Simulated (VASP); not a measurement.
# F2 in VASP: notebook

F2 is run at these levels: PBEsol; tasks: single point, relaxation of the atoms.

Everything below comes from runs of VASP 6.6.1. Logs are shortened: lines on timing, memory, paths and dates and some standing lists are left out, and cuts for length are marked.

## 1. The cell of the first run

The cell holds a molecule in a box, 2 atoms: a = 9.000 Å, b = 9.500 Å, c = 10.000 Å, α = 90.00°, β = 90.00°, γ = 90.00°.

## 2. Single point, PBEsol

Input file INCAR:

```
PREC = Accurate
ENCUT = 520
EDIFF = 1E-6
ISMEAR = 0
SIGMA = 0.05
LREAL = F
LASPH = T
NELM = 100
ALGO = Normal
ISIF = 2
LWAVE = F
LCHARG = F
GGA = PS
NBANDS = 14
```

Input file KPOINTS:

```
Automatic mesh
0
Gamma
  1 1 1
```

Input file POSCAR:

```
F
1.0
    9.0000000000      0.0000000000      0.0000000000
    0.0000000000      9.5000000000      0.0000000000
    0.0000000000      0.0000000000     10.0000000000
F
2
Direct
    0.5000000000      0.5000000000      0.4300891194
    0.5000000000      0.5000000000      0.5699108806
```

Potentials or basis: VASP PAW PBE potentials, release 64 (F).

Started as:

```console
$ cat potpaw_PBE.64/F/POTCAR > POTCAR
$ mpirun -np 1 vasp_gam > vasp.out
```

OUTCAR:

```text
PREC = Accurate
   ENCUT = 520
   EDIFF = 1E-6
   ISMEAR = 0
   LREAL = F
   LASPH = T
   NELM = 100
   ISIF = 2
   GGA = PS

 ion  position               nearest neighbor table
   1  0.500  0.500  0.430-   2 1.40
   2  0.500  0.500  0.570-   1 1.40

  LATTYP: Found a simple orthorhombic cell.
 ALAT       =     9.0000000000
 B/A-ratio  =     1.0555555556
 C/A-ratio  =     1.1111111111

  Lattice vectors:

 A1 = (   9.0000000000,   0.0000000000,   0.0000000000)
 A2 = (   0.0000000000,   9.5000000000,   0.0000000000)
 A3 = (   0.0000000000,   0.0000000000,  10.0000000000)

Analysis of symmetry for initial positions (statically):
=====================================================================
 Subroutine PRICEL returns:
 Original cell was already a primitive cell.

 Routine SETGRP: Setting up the symmetry group for a
 simple orthorhombic supercell.

 Subroutine GETGRP returns: Found  8 space group operations
 (whereof  8 operations were pure point group operations)
 out of a pool of  8 trial point group operations.

The static configuration has the point symmetry D_2h.

Analysis of symmetry for dynamics (positions and initial velocities):
=====================================================================
 Subroutine PRICEL returns:
 Original cell was already a primitive cell.

 Routine SETGRP: Setting up the symmetry group for a
 simple orthorhombic supercell.

 Subroutine GETGRP returns: Found  8 space group operations
 (whereof  8 operations were pure point group operations)
 out of a pool of  8 trial point group operations.

The dynamic configuration has the point symmetry D_2h.

 Subroutine INISYM returns: Found  8 space group operations
 (whereof  8 operations are pure point group operations),
 and found     1 'primitive' translations

----------------------------------------------------------------------------------------

                                     Primitive cell

  volume of cell :     855.0000

  direct lattice vectors                    reciprocal lattice vectors
     9.000000000  0.000000000  0.000000000     0.111111111  0.000000000  0.000000000
     0.000000000  9.500000000  0.000000000     0.000000000  0.105263158  0.000000000
     0.000000000  0.000000000 10.000000000     0.000000000  0.000000000  0.100000000

  length of vectors
     9.000000000  9.500000000 10.000000000     0.111111111  0.105263158  0.100000000

  position of ions in fractional coordinates (direct lattice)
     0.500000000  0.500000000  0.430089119
     0.500000000  0.500000000  0.569910881

  ion indices of the primitive-cell ions
   primitive index   ion index
                 1           1
                 2           2

----------------------------------------------------------------------------------------

 KPOINTS: Automatic mesh

Automatic generation of k-mesh.
 Grid dimensions read from file:
 generate k-points for:    1    1    1

 Generating k-lattice:

  Cartesian coordinates                     Fractional coordinates (reciprocal lattice)
     0.111111111  0.000000000  0.000000000     1.000000000  0.000000000  0.000000000
     0.000000000  0.105263158  0.000000000     0.000000000  1.000000000  0.000000000
     0.000000000  0.000000000  0.100000000     0.000000000  0.000000000  1.000000000

  Length of vectors
     0.111111111  0.105263158  0.100000000

  Shift w.r.t. Gamma in fractional coordinates (k-lattice)
     0.000000000  0.000000000  0.000000000

 Subroutine IBZKPT returns following result:
 ===========================================

 Found      1 irreducible k-points:

 Following reciprocal coordinates:
            Coordinates               Weight
  0.000000  0.000000  0.000000      1.000000
   k-points           NKPTS =      1   k-points in BZ     NKDIM =      1   number of bands    NBANDS=     14
   number of dos      NEDOS =    301   number of ions     NIONS =      2
   total plane-waves  NPLWV = 403200
   dimension x,y,z NGX =    70 NGY =   72 NGZ =   80
   dimension x,y,z NGXF=   140 NGYF=  144 NGZF=  160
   ions per type =               2
   NGX,Y,Z   is equivalent  to a cutoff of  12.93, 12.60, 13.30 a.u.
   NGXF,Y,Z  is equivalent  to a cutoff of  25.86, 25.20, 26.60 a.u.
 SYSTEM =  unknown system
   PREC   = accura    normal or accurate (medium, high low for compatibility)
   ISTART =      0    job   : 0-new  1-cont  2-samecut
   ICHARG =      2    charge: 1-file 2-atom 10-const
   ISPIN  =      1    spin polarized calculation?
   LNONCOLLINEAR =      F non collinear calculations
   LSORBIT =      F    spin-orbit coupling
   LASPH  =      T    aspherical Exc in radial PAW
   ENCUT  =  520.0 eV  38.22 Ry    6.18 a.u.  16.73 17.66 18.59*2*pi/ulx,y,z
   NELM   =    100;   NELMIN=  2; NELMDL= -5     # of ELM steps
   EDIFF  = 0.1E-05   stopping-criterion for ELM
   LREAL  =      F    real-space projection
   EDIFFG = 0.1E-04   stopping-criterion for IOM
   NSW    =      0    number of steps for IOM
   IBRION =     -1    ionic relax: 0-MD 1-quasi-New 2-CG
   NFREE  =      0    steps in history (QN), initial steepest desc. (CG)
   ISIF   =      2    stress and relaxation
   ISYM   =      2    0-nonsym 1-usesym 2-fastsym
   POTIM  = 0.5000    time-step for ionic-motion
   TEBEG  =    0.0;   TEEND  =   0.0 temperature during run
   PSTRESS=    0.0 pullay stress
   NELECT =      14.0000    total number of electrons
   NUPDOWN=      -1.0000    fix difference up-down
   EMIN   =  10.00;   EMAX   =-10.00  energy-range for DOS
   EFERMI =   0.00;   METHOD = LEGACY
   ISMEAR =     0;   SIGMA  =   0.05  broadening in eV -4-tet -1-fermi 0-gaus
   EFERMI_NEDOS =   21; number of points for ismear=-14 and -15
   IALGO  =     38    algorithm
   IMIX   =      4    mixing-type and parameters
     AMIX     =   0.40;   BMIX     =  1.00
     AMIX_MAG =   1.60;   BMIX_MAG =  1.00
  volume/ion in A,a.u.               =     427.50      2884.91
  Fermi-wavevector in a.u.,A,eV,Ry     =   0.415715  0.785587  2.351342  0.172819
  Thomas-Fermi vector in A             =   1.374838
   LORBIT       =      0    0 simple, 1 ext, 2 COOP (PROOUT), +10 PAW based schemes
   GGA     = PS    functional components
   LHFCALC =     F    Hartree Fock is set to
   AEXX    =    0.0000 exact exchange contribution
   IVDW    =     0    specifies the selected vdW correction
   LEPSILON=     F    determine dielectric tensor
   LRPA    =     F    only Hartree local field effects (RPA)
 non-spin polarized calculation
 Gauss-broadening in eV      SIGMA  =   0.05
  energy-cutoff  :      520.00
  volume of cell :      855.00
 maximum number of plane-waves:     11510
 NGX is ok and might be reduce to    70
   NGX = 33   NGY = 35   NGZ = 37

 number of electron      13.9999997 magnetization

 Free energy of the ion-electron system (eV)
  ---------------------------------------------------
  ext. energy  EPLUGINS =         0.00000000
  ---------------------------------------------------
  free energy    TOTEN  =        -3.86424745 eV

  energy without entropy =       -3.86424745  energy(sigma->0) =       -3.86424745

 E-fermi :  -8.9089     XC(G=0):  -0.6017

 val. band max:       -9.1757741007   @ k =   0.0000   0.0000   0.0000
 cond. band min:      -5.5197772080   @ k =   0.0000   0.0000   0.0000
 fundamental gap:      3.6559968928
 Fermi energy:        -8.9089263721

 k-point     1 :       0.0000    0.0000    0.0000
  band No.  band energies     occupation
      1     -34.0149      2.00000
      2     -27.2980      2.00000
      3     -15.3490      2.00000
      4     -12.7319      2.00000
      5     -12.7319      2.00000
      6      -9.1758      2.00000
      7      -9.1758      2.00000
      8      -5.5198      0.00000
      9      -0.2632      0.00000
     10       1.2300      0.00000
     11       1.2856      0.00000
     12       1.3872      0.00000
     13       1.5388      0.00000
     14       1.5565      0.00000

------------------------ aborting loop because EDIFF is reached ----------------------------------------

  FORCE on cell =-STRESS in cart. coord.  units (eV):
  Direction    XX          YY          ZZ          XY          YZ          ZX
  --------------------------------------------------------------------------------------
  -------------------------------------------------------------------------------------
  Total       -0.1222558     -0.1207413      0.5079737     -0.0000000      0.0000000      0.0000000
  in kB       -0.2290941     -0.2262561      0.9518876     -0.0000000      0.0000000      0.0000000
  external PRESSURE =       0.1655125 kB  Pullay stress =       0.0000000 kB

 VOLUME and BASIS-vectors are now :
 -----------------------------------------------------------------------------
  energy-cutoff  :      520.00
  volume of cell :      855.00
      direct lattice vectors                 reciprocal lattice vectors
     9.000000000  0.000000000  0.000000000     0.111111111  0.000000000  0.000000000
     0.000000000  9.500000000  0.000000000     0.000000000  0.105263158  0.000000000
     0.000000000  0.000000000 10.000000000     0.000000000  0.000000000  0.100000000

 POSITION                                       TOTAL-FORCE (eV/Angst)
 -----------------------------------------------------------------------------------
      4.50000      4.75000      4.30089         0.000000      0.000000     -0.434675
      4.50000      4.75000      5.69911         0.000000      0.000000      0.434675
 -----------------------------------------------------------------------------------
    total drift:                                0.000000      0.000000      0.000000

  FREE ENERGIE OF THE ION-ELECTRON SYSTEM (eV)
  ---------------------------------------------------
  free  energy   TOTEN  =        -3.8642474473 eV

  energy  without entropy=       -3.8642474473  energy(sigma->0) =       -3.86424745
```

It took 1.7 min on 1 thread of Intel Xeon 8259CL, shared host; peak memory 0.72 GiB.

What came out:

```
Free energy                     : -3.8642 eV
Largest force                   : 0.435 eV/Å
Gap between the frontier levels : 3.66 eV
```

Forces on the atoms (eV/Å):
```
F    0.000  0.000 -0.435
F    0.000  0.000  0.435
```

Caveat: the PAW data sets were made with another functional, which shifts forces and pressure a little.

## 3. Relaxation of the atoms, PBEsol

Input file INCAR:

```
ALGO = Normal ; EDIFF = 1E-6
EDIFFG = -0.01 ; ENCUT = 520
GGA = PS ; IBRION = 2
ISIF = 2 ; ISMEAR = 0
LASPH = True ; LCHARG = False
LREAL = False ; LWAVE = False
NELM = 60 ; NSW = 80
PREC = Accurate ; SIGMA = 0.05
```

Input file KPOINTS:

```
k-points
0
Gamma
  1 1 1
```

Input file POSCAR:

```
F
1.0
    9.0000000000      0.0000000000      0.0000000000
    0.0000000000      9.5000000000      0.0000000000
    0.0000000000      0.0000000000     10.0000000000
F
2
Direct
    0.5000000000      0.5000000000      0.4290000000
    0.5000000000      0.5000000000      0.5710000000
```

Potentials or basis: VASP PAW PBE potentials, release 64 (F).

Started as:

```console
$ cat potpaw_PBE.64/F/POTCAR > POTCAR
$ mpirun -np 1 vasp_gam > vasp.out
```

OUTCAR:

```text
EDIFF = 1E-6
   EDIFFG = -0.01
   ENCUT = 520
   GGA = PS
   IBRION = 2
   ISIF = 2
   ISMEAR = 0
   LASPH = True
   LREAL = False
   NELM = 60
   NSW = 80
   PREC = Accurate

 ion  position               nearest neighbor table
   1  0.500  0.500  0.429-   2 1.42
   2  0.500  0.500  0.571-   1 1.42

  LATTYP: Found a simple orthorhombic cell.
 ALAT       =     9.0000000000
 B/A-ratio  =     1.0555555556
 C/A-ratio  =     1.1111111111

  Lattice vectors:

 A1 = (   9.0000000000,   0.0000000000,   0.0000000000)
 A2 = (   0.0000000000,   9.5000000000,   0.0000000000)
 A3 = (   0.0000000000,   0.0000000000,  10.0000000000)

Analysis of symmetry for initial positions (statically):
=====================================================================
 Subroutine PRICEL returns:
 Original cell was already a primitive cell.

 Routine SETGRP: Setting up the symmetry group for a
 simple orthorhombic supercell.

 Subroutine GETGRP returns: Found  8 space group operations
 (whereof  8 operations were pure point group operations)
 out of a pool of  8 trial point group operations.

The static configuration has the point symmetry D_2h.

Analysis of symmetry for dynamics (positions and initial velocities):
=====================================================================
 Subroutine PRICEL returns:
 Original cell was already a primitive cell.

 Routine SETGRP: Setting up the symmetry group for a
 simple orthorhombic supercell.

 Subroutine GETGRP returns: Found  8 space group operations
 (whereof  8 operations were pure point group operations)
 out of a pool of  8 trial point group operations.

The dynamic configuration has the point symmetry D_2h.

 Subroutine INISYM returns: Found  8 space group operations
 (whereof  8 operations are pure point group operations),
 and found     1 'primitive' translations

----------------------------------------------------------------------------------------

                                     Primitive cell

  volume of cell :     855.0000

[... 78 lines left out ...]
   EFERMI =   0.00;   METHOD = LEGACY
   ISMEAR =     0;   SIGMA  =   0.05  broadening in eV -4-tet -1-fermi 0-gaus
   EFERMI_NEDOS =   21; number of points for ismear=-14 and -15
   IALGO  =     38    algorithm
   IMIX   =      4    mixing-type and parameters
     AMIX     =   0.40;   BMIX     =  1.00
     AMIX_MAG =   1.60;   BMIX_MAG =  1.00
  volume/ion in A,a.u.               =     427.50      2884.91
  Fermi-wavevector in a.u.,A,eV,Ry     =   0.415715  0.785587  2.351342  0.172819
  Thomas-Fermi vector in A             =   1.374838
   LORBIT       =      0    0 simple, 1 ext, 2 COOP (PROOUT), +10 PAW based schemes
   GGA     = PS    functional components
   LHFCALC =     F    Hartree Fock is set to
   AEXX    =    0.0000 exact exchange contribution
   IVDW    =     0    specifies the selected vdW correction
   LEPSILON=     F    determine dielectric tensor
   LRPA    =     F    only Hartree local field effects (RPA)
 conjugate gradient relaxation of ions
 non-spin polarized calculation
 Gauss-broadening in eV      SIGMA  =   0.05
  energy-cutoff  :      520.00
  volume of cell :      855.00
 maximum number of plane-waves:     11510
 NGX is ok and might be reduce to    70
   NGX = 33   NGY = 35   NGZ = 37

--------------------------------------- Ionic step        1  -------------------------------------------

 number of electron      13.9999996 magnetization

 Free energy of the ion-electron system (eV)
  ---------------------------------------------------
  ext. energy  EPLUGINS =         0.00000000
  ---------------------------------------------------
  free energy    TOTEN  =        -3.86463606 eV

  energy without entropy =       -3.86463606  energy(sigma->0) =       -3.86463606

------------------------ aborting loop because EDIFF is reached ----------------------------------------

  FORCE on cell =-STRESS in cart. coord.  units (eV):
  Direction    XX          YY          ZZ          XY          YZ          ZX
  --------------------------------------------------------------------------------------
  -------------------------------------------------------------------------------------
  Total       -0.1208971     -0.1198565     -0.6393154      0.0000000      0.0000000      0.0000000
  in kB       -0.2265480     -0.2245980     -1.1980078      0.0000000      0.0000000      0.0000000
  external PRESSURE =      -0.5497179 kB  Pullay stress =       0.0000000 kB
[... 59 lines left out ...]
--------------------------------------- Ionic step        3  -------------------------------------------

 number of electron      13.9999997 magnetization

 Free energy of the ion-electron system (eV)
  ---------------------------------------------------
  ext. energy  EPLUGINS =         0.00000000
  ---------------------------------------------------
  free energy    TOTEN  =        -3.86666389 eV

  energy without entropy =       -3.86666389  energy(sigma->0) =       -3.86666389

 E-fermi :  -8.9284     XC(G=0):  -0.5982

 val. band max:       -9.2242347652   @ k =   0.0000   0.0000   0.0000
 cond. band min:      -5.7113836918   @ k =   0.0000   0.0000   0.0000
 fundamental gap:      3.5128510734
 Fermi energy:        -8.9283697884

 k-point     1 :       0.0000    0.0000    0.0000
  band No.  band energies     occupation
      1     -33.8630      2.00000
      2     -27.3749      2.00000
      3     -15.3062      2.00000
      4     -12.6730      2.00000
      5     -12.6730      2.00000
      6      -9.2243      2.00000
      7      -9.2242      2.00000
      8      -5.7114      0.00000
      9      -0.2609      0.00000
     10       1.2304      0.00000
     11       1.2830      0.00000
[... 27 lines left out ...]
  FREE ENERGIE OF THE ION-ELECTRON SYSTEM (eV)
  ---------------------------------------------------
  free  energy   TOTEN  =        -3.8666638867 eV

  energy  without entropy=       -3.8666638867  energy(sigma->0) =       -3.86666389

 reached required accuracy - stopping structural energy minimisation
```

OSZICAR:

```text
N       E                     dE             d eps       ncg     rms          rms(c)
DAV:   1     0.208638615313E+03    0.20864E+03   -0.33797E+03    22   0.737E+02
DAV:   2     0.669686347290E+02   -0.14167E+03   -0.14027E+03    38   0.108E+02
DAV:   3    -0.890470442754E+00   -0.67859E+02   -0.67800E+02    28   0.144E+02
[... 39 lines left out ...]
DAV:   8    -0.386665005708E+01   -0.84875E-05   -0.21750E-07    22   0.278E-03    0.399E-04
DAV:   9    -0.386666005706E+01   -0.10000E-04   -0.41986E-07    25   0.321E-03    0.340E-04
DAV:  10    -0.386666236441E+01   -0.23074E-05   -0.22036E-08    17   0.113E-03    0.102E-04
DAV:  11    -0.386666343402E+01   -0.10696E-05   -0.25557E-08    17   0.941E-04    0.676E-05
DAV:  12    -0.386666388674E+01   -0.45272E-06   -0.57260E-09    14   0.576E-04
   3 F= -.38666639E+01 E0= -.38666639E+01  d E =-.202783E-02
```

Run time: 3.9 min. Hardware: 1 thread of Intel Xeon 8259CL, shared host; peak memory 0.75 GiB.

What came out:

- Free energy: -3.8667 eV
- Energy gained by relaxing: 1.0 meV/atom
- Ionic steps: 3
- Gap between the frontier levels: 3.51 eV

Step by step:
| step | energy change (eV) | largest force (eV/Å) | pressure (GPa) |
| --- | --- | --- | --- |
| 1 | 0.0000 | 0.3809 | -0.05 |
| 2 | 0.0115 | 1.0617 | 0.07 |
| 3 | -0.0020 | 0.0004 | -0.02 |

Final structure:
```yaml
crystal:
  lattice:
    - [9.00000, 0.00000, 0.00000]
    - [0.00000, 9.50000, 0.00000]
    - [0.00000, 0.00000, 10.00000]
  atoms:
    - { symbol: F, position: [0.50000, 0.50000, 0.42953] }
    - { symbol: F, position: [0.50000, 0.50000, 0.57047] }
```

Caveat: the PAW data sets were made with another functional, which shifts forces and pressure a little.
